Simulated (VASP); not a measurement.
The system is Al.

```
Al
1.0
     2.61737    0.00000    0.00000
     0.00000    2.61737    0.00000
     0.00000    0.00000    2.61737
Al
1
Direct
  0.00000 0.00000 0.00000
```

| Item | Value |
| --- | --- |
| Program | VASP 6.6.1 |
| Task | relaxation of cell and atoms |
| Functional | PBEsol |
| Potentials or basis | VASP PAW PBE potentials, release 64 (Al) |
| Cutoff | 600 eV |
| k mesh | 12 × 12 × 12 |
| Occupations | fermi-dirac, width 0.1 eV |
| Spin | no spin polarisation |

At the start: pressure 7.0 GPa; volume 17.93 Å³/atom.

Question: Where does the relaxation end?

Answer: Over 3 steps the energy falls by 36.2 meV/atom and the volume is 19.72 Å³/atom (+10.0 %); space group Pm-3m (No. 221, to 0.05 Å).

Step by step:
```
step  energy change (eV)  largest force (eV/Å)  pressure (GPa)  volume (Å³)
   1              0.0000                0.0000            7.04        17.93
   2             -0.0352                0.0000           -0.95        20.06
   3             -0.0362                0.0000            0.03        19.72
```

Final structure:
```yaml
crystal:
  lattice:
    - [2.70158, 0.00000, 0.00000]
    - [0.00000, 2.70158, 0.00000]
    - [0.00000, 0.00000, 2.70158]
  atoms:
    - { symbol: Al, position: [0.00000, 0.00000, 0.00000] }
```

Caveat: the PAW data sets were made with another functional, which shifts forces and pressure a little.
